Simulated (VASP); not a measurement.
# MgI2 (P-3m1) in VASP: further runs

MgI2 is run at these levels: PBE-based screened hybrid with 25 % exact exchange; tasks: single point.

Everything below comes from runs of VASP 6.6.1. Logs are shortened: lines on timing, memory, paths and dates and some standing lists are left out, and cuts for length are marked.

### Step 1. The cell of the first run

It takes space group P-3m1 (No. 164, trigonal). The conventional cell has a = 4.140 Å, b = 4.140 Å, c = 6.880 Å, α = 90.00°, β = 90.00°, γ = 120.00°. Within 3.9 Å of I (site symmetry 3m) lie 3 Mg at 2.94 Å. Within 3.9 Å of Mg (site symmetry -3m) lie 6 I at 2.94 Å.

### Step 2. Single point, PBE-based screened hybrid with 25 % exact exchange

POSCAR

```
MgI2
1.0
    4.1400000000      0.0000000000      0.0000000000
   -2.0700000000      3.5853451717      0.0000000000
    0.0000000000      0.0000000000      6.8800000000
I Mg
2 1
Direct
    0.6666666667      0.3333333333      0.7500000000
    0.3333333333      0.6666666667      0.2500000000
    0.0000000000      0.0000000000      0.0000000000
```

INCAR.step1

```
ALGO = Normal
EDIFF = 1E-5
ENCUT = 520
GGA = PE
ISIF = 2
ISMEAR = -1
LASPH = T
LCHARG = F
LREAL = F
LWAVE = T
NBANDS = 15
NELM = 100
PREC = Accurate
SIGMA = 0.05
```

INCAR.step2

```
AEXX = 0.25
ALGO = Normal
EDIFF = 1E-7
ENCUT = 520
GGA = PE
HFSCREEN = 0.2
ISIF = 2
ISMEAR = -1
ISTART = 1
LASPH = T
LCHARG = F
LHFCALC = T
LREAL = F
LWAVE = F
NBANDS = 15
NELM = 100
PREC = Accurate
PRECFOCK = Normal
SIGMA = 0.05
```

KPOINTS

```
k-points
0
Gamma
  4 4 2
```

Potentials or basis: VASP PAW PBE potentials, release 64 (I, Mg).

Launch:

```bash
> cat potpaw_PBE.64/I/POTCAR potpaw_PBE.64/Mg/POTCAR > POTCAR
> cp INCAR.step1 INCAR
> mpirun -np 1 vasp_std > vasp.out
> cp INCAR.step2 INCAR
> mpirun -np 1 vasp_std > vasp.out
```

OUTCAR:

```text
AEXX = 0.25
   EDIFF = 1E-7
   ENCUT = 520
   GGA = PE
   HFSCREEN = 0.2
   ISIF = 2
   ISMEAR = -1
   ISTART = 1
   LASPH = T
   LHFCALC = T
   LREAL = F
   NELM = 100
   PREC = Accurate
   PRECFOCK = Normal

 ion  position               nearest neighbor table
   1  0.667  0.333  0.750-   3 2.94   3 2.94   3 2.94
   2  0.333  0.667  0.250-   3 2.94   3 2.94   3 2.94
   3  0.000  0.000  0.000-   1 2.94   2 2.94   1 2.94   2 2.94   1 2.94   2 2.94

  LATTYP: Found a hexagonal cell.
 ALAT       =     4.1400000000
 C/A-ratio  =     1.6618357488

  Lattice vectors:

 A1 = (   4.1400000000,   0.0000000000,   0.0000000000)
 A2 = (  -2.0700000000,   3.5853451717,   0.0000000000)
 A3 = (   0.0000000000,   0.0000000000,   6.8800000000)

Analysis of symmetry for initial positions (statically):
=====================================================================
 Subroutine PRICEL returns:
 Original cell was already a primitive cell.

 Routine SETGRP: Setting up the symmetry group for a
 hexagonal supercell.

 Subroutine GETGRP returns: Found 12 space group operations
 (whereof 12 operations were pure point group operations)
 out of a pool of 24 trial point group operations.

The static configuration has the point symmetry D_3d.

Analysis of symmetry for dynamics (positions and initial velocities):
=====================================================================
 Subroutine PRICEL returns:
 Original cell was already a primitive cell.

 Routine SETGRP: Setting up the symmetry group for a
 hexagonal supercell.

 Subroutine GETGRP returns: Found 12 space group operations
 (whereof 12 operations were pure point group operations)
 out of a pool of 24 trial point group operations.

The dynamic configuration has the point symmetry D_3d.

 Subroutine INISYM returns: Found 12 space group operations
 (whereof 12 operations are pure point group operations),
 and found     1 'primitive' translations

----------------------------------------------------------------------------------------

                                     Primitive cell

  volume of cell :     102.1221

  direct lattice vectors                    reciprocal lattice vectors
     4.140000000  0.000000000  0.000000000     0.241545894  0.139456587  0.000000000
    -2.070000000  3.585345172  0.000000000     0.000000000  0.278913174  0.000000000
     0.000000000  0.000000000  6.880000000     0.000000000  0.000000000  0.145348837

  length of vectors
     4.140000000  4.140000000  6.880000000     0.278913174  0.278913174  0.145348837

  position of ions in fractional coordinates (direct lattice)
     0.666666667  0.333333333  0.750000000
     0.333333333  0.666666667  0.250000000
     0.000000000  0.000000000  0.000000000

  ion indices of the primitive-cell ions
   primitive index   ion index
                 1           1
                 2           2
                 3           3

----------------------------------------------------------------------------------------

 KPOINTS: k-points

Automatic generation of k-mesh.
 Grid dimensions read from file:
 generate k-points for:    4    4    2

 Generating k-lattice:

  Cartesian coordinates                     Fractional coordinates (reciprocal lattice)
     0.060386473  0.034864147  0.000000000     0.250000000 -0.000000000  0.000000000
     0.000000000  0.069728293  0.000000000     0.000000000  0.250000000  0.000000000
     0.000000000  0.000000000  0.072674419     0.000000000  0.000000000  0.500000000

  Length of vectors
     0.069728293  0.069728293  0.072674419

  Shift w.r.t. Gamma in fractional coordinates (k-lattice)
     0.000000000  0.000000000  0.000000000

 Subroutine IBZKPT returns following result:
 ===========================================

 Found      8 irreducible k-points:

 Following reciprocal coordinates:
            Coordinates               Weight
  0.000000  0.000000  0.000000      1.000000
  0.250000 -0.000000  0.000000      6.000000
  0.500000 -0.000000  0.000000      3.000000
  0.250000  0.250000  0.000000      6.000000
  0.000000  0.000000  0.500000      1.000000
  0.250000 -0.000000  0.500000      6.000000
  0.500000 -0.000000  0.500000      3.000000
  0.250000  0.250000  0.500000      6.000000
   k-points           NKPTS =      8   k-points in BZ     NKDIM =     32   number of bands    NBANDS=     15
   number of dos      NEDOS =    301   number of ions     NIONS =      3
   total plane-waves  NPLWV =  55296
   dimension x,y,z NGX =    32 NGY =   32 NGZ =   54
   dimension x,y,z NGXF=    64 NGYF=   64 NGZF=  108
   ions per type =               2   1
   NGX,Y,Z   is equivalent  to a cutoff of  12.85, 12.85, 13.05 a.u.
   NGXF,Y,Z  is equivalent  to a cutoff of  25.70, 25.70, 26.10 a.u.
 SYSTEM =  unknown system
   PREC   = accura    normal or accurate (medium, high low for compatibility)
   ISTART =      1    job   : 0-new  1-cont  2-samecut
   ICHARG =      0    charge: 1-file 2-atom 10-const
   ISPIN  =      1    spin polarized calculation?
   LNONCOLLINEAR =      F non collinear calculations
   LSORBIT =      F    spin-orbit coupling
   LASPH  =      T    aspherical Exc in radial PAW
   ENCUT  =  520.0 eV  38.22 Ry    6.18 a.u.   7.70  7.70 12.79*2*pi/ulx,y,z
   NELM   =    100;   NELMIN=  2; NELMDL=  0     # of ELM steps
   EDIFF  = 0.1E-06   stopping-criterion for ELM
   LREAL  =      F    real-space projection
   EDIFFG = 0.1E-05   stopping-criterion for IOM
   NSW    =      0    number of steps for IOM
   IBRION =     -1    ionic relax: 0-MD 1-quasi-New 2-CG
   NFREE  =      0    steps in history (QN), initial steepest desc. (CG)
   ISIF   =      2    stress and relaxation
   ISYM   =      3    0-nonsym 1-usesym 2-fastsym
   POTIM  = 0.5000    time-step for ionic-motion
   TEBEG  =    0.0;   TEEND  =   0.0 temperature during run
   PSTRESS=    0.0 pullay stress
   NELECT =      16.0000    total number of electrons
   NUPDOWN=      -1.0000    fix difference up-down
   EMIN   =  10.00;   EMAX   =-10.00  energy-range for DOS
   EFERMI =   0.00;   METHOD = LEGACY
   ISMEAR =    -1;   SIGMA  =   0.05  broadening in eV -4-tet -1-fermi 0-gaus
   EFERMI_NEDOS =   21; number of points for ismear=-14 and -15
   IALGO  =     38    algorithm
   IMIX   =      1    mixing-type and parameters
     AMIX     =   0.40;   BMIX     =  1.00
     AMIX_MAG =   1.60;   BMIX_MAG =  1.00
  volume/ion in A,a.u.               =      34.04       229.72
  Fermi-wavevector in a.u.,A,eV,Ry     =   0.882555  1.667786 10.597613  0.778903
  Thomas-Fermi vector in A             =   2.003202
   LORBIT       =      0    0 simple, 1 ext, 2 COOP (PROOUT), +10 PAW based schemes
   GGA     = PE    functional components
   LHFCALC =     T    Hartree Fock is set to
   PRECFOCK=normal    Normal, Fast or Accurate (Low or Medium for compatibility)
   ENCUT4O =  -1.0   cutoff for four orbital integrals eV
   NKREDX  =     1    reduce k-point grid by
   NKREDY  =     1    reduce k-point grid by
   NKREDZ  =     1    reduce k-point grid by
   AEXX    =    0.2500 exact exchange contribution
   HFSCREEN=    0.2000 screening length (either q_TF or 0.3 A-1)
   HFSCREENC=   0.2000 screening length for correlation (either q_TF or 0.3 A-1)
   ENCUTFOCK=  -1.0 apply spherical cutoff to Coloumb kernel
   IVDW    =     0    specifies the selected vdW correction
   LEPSILON=     F    determine dielectric tensor
   LRPA    =     F    only Hartree local field effects (RPA)
 non-spin polarized calculation
  energy-cutoff  :      520.00
  volume of cell :      102.12
 maximum number of plane-waves:      2779
 NGX is ok and might be reduce to    32
  NGX = 24; NGY = 24; NGZ = 40

 number of electron      16.0000002 magnetization

 Free energy of the ion-electron system (eV)
  ---------------------------------------------------
  ext. energy  EPLUGINS =         0.00000000
  ---------------------------------------------------
  free energy    TOTEN  =        -9.16499730 eV

  energy without entropy =       -9.16499730  energy(sigma->0) =       -9.16499730

 E-fermi :   2.7672     XC(G=0):  -6.9059

 val. band max:        1.6723653914   @ k =   0.0000   0.0000   0.0000
 cond. band min:       6.1123687487   @ k =   0.5000  -0.0000   0.5000
 fundamental gap:      4.4400033573
 Fermi energy:         2.7672407550

 k-point     1 :       0.0000    0.0000    0.0000
  band No.  band energies     occupation
      1     -11.4127      2.00000
      2     -10.6473      2.00000
      3      -2.2073      2.00000
      4       1.2782      2.00000
      5       1.2782      2.00000
      6       1.6516      2.00000
      7       1.6724      2.00000
      8       1.6724      2.00000
      9       6.3068      0.00000
     10       7.5088      0.00000
     11       9.5730      0.00000
     12       9.5730      0.00000
     13      10.1714      0.00000
     14      11.0308      0.00000
     15      11.0308      0.00000

 k-point     2 :       0.2500   -0.0000    0.0000
  band No.  band energies     occupation
      1     -11.0787      2.00000
      2     -10.4819      2.00000
      3      -1.7395      2.00000
      4      -0.5811      2.00000
      5       0.0602      2.00000
      6       0.6913      2.00000
      7       1.3854      2.00000
      8       1.4877      2.00000
      9       7.1850      0.00000
     10       8.0989      0.00000
     11       8.9634      0.00000
     12       9.8834      0.00000
     13       9.9373      0.00000
     14      10.8915      0.00000
     15      11.7895      0.00000
[... 77 lines left out ...]
      3      -2.2450      2.00000
      4      -1.7812      2.00000
      5       0.4698      2.00000
      6       0.5003      2.00000
      7       0.7795      2.00000
      8       0.9301      2.00000
      9       6.1124      0.00000
     10       7.7364      0.00000
     11       8.2937      0.00000
     12       8.6747      0.00000
     13      10.5006      0.00000
     14      12.4982      0.00000
     15      13.0074      0.00000

 k-point     8 :       0.2500    0.2500    0.5000
  band No.  band energies     occupation
      1     -10.5472      2.00000
      2     -10.4544      2.00000
      3      -1.8180      2.00000
      4      -1.3496      2.00000
      5      -0.5881      2.00000
      6      -0.1676      2.00000
      7       0.9331      2.00000
      8       1.0483      2.00000
      9       7.1614      0.00000
     10       8.1980      0.00000
     11       8.8875      0.00000
     12      10.2485      0.00000
     13      10.3955      0.00000
     14      10.7789      0.00000
     15      11.0008      0.00000

------------------------ aborting loop because EDIFF is reached ----------------------------------------

  FORCE on cell =-STRESS in cart. coord.  units (eV):
  Direction    XX          YY          ZZ          XY          YZ          ZX
  --------------------------------------------------------------------------------------
  -------------------------------------------------------------------------------------
  Total        0.1346216      0.1346216     -0.4421118     -0.0000000      0.0000000     -0.0000000
  in kB        2.1120565      2.1120565     -6.9362219     -0.0000000      0.0000000     -0.0000000
  external PRESSURE =      -0.9040363 kB  Pullay stress =       0.0000000 kB

 VOLUME and BASIS-vectors are now :
 -----------------------------------------------------------------------------
  energy-cutoff  :      520.00
  volume of cell :      102.12
      direct lattice vectors                 reciprocal lattice vectors
     4.140000000  0.000000000  0.000000000     0.241545894  0.139456587  0.000000000
    -2.070000000  3.585345172  0.000000000     0.000000000  0.278913174  0.000000000
     0.000000000  0.000000000  6.880000000     0.000000000  0.000000000  0.145348837

 POSITION                                       TOTAL-FORCE (eV/Angst)
 -----------------------------------------------------------------------------------
      2.07000      1.19512      5.16000        -0.000000      0.000000      0.394007
     -0.00000      2.39023      1.72000         0.000000     -0.000000     -0.394007
      0.00000      0.00000      0.00000        -0.000000      0.000000      0.000000
 -----------------------------------------------------------------------------------
    total drift:                               -0.000000     -0.000000     -0.000000

  FREE ENERGIE OF THE ION-ELECTRON SYSTEM (eV)
  ---------------------------------------------------
  free  energy   TOTEN  =        -9.1649972997 eV

  energy  without entropy=       -9.1649972996  energy(sigma->0) =       -9.16499730
```

Run time: 8.3 min. Hardware: 1 thread of Intel Xeon 8259CL, shared host; peak memory 0.34 GiB.

Results:

```yaml
Free_energy: -9.1650 eV
Pressure: -0.1 GPa
Largest_force: 0.394 eV/Å
Band_gap_on_the_k_mesh: 4.44 eV (least direct gap 4.63 eV)
```

Forces on the atoms (eV/Å):
```
I    0.000  0.000  0.394
I    0.000  0.000 -0.394
Mg   0.000  0.000  0.000
```

Stress tensor (GPa, compression positive):
```
 0.21  0.00  0.00
 0.00  0.21  0.00
 0.00  0.00 -0.69
```

Caveat: the k points lie up to 0.46 Å⁻¹ apart; the PAW data sets were made with another functional, which shifts forces and pressure a little; spin-orbit coupling is left out, which moves the levels of the heavy elements. A k mesh can miss the band edges.

(Continued in part 2 of 2.)
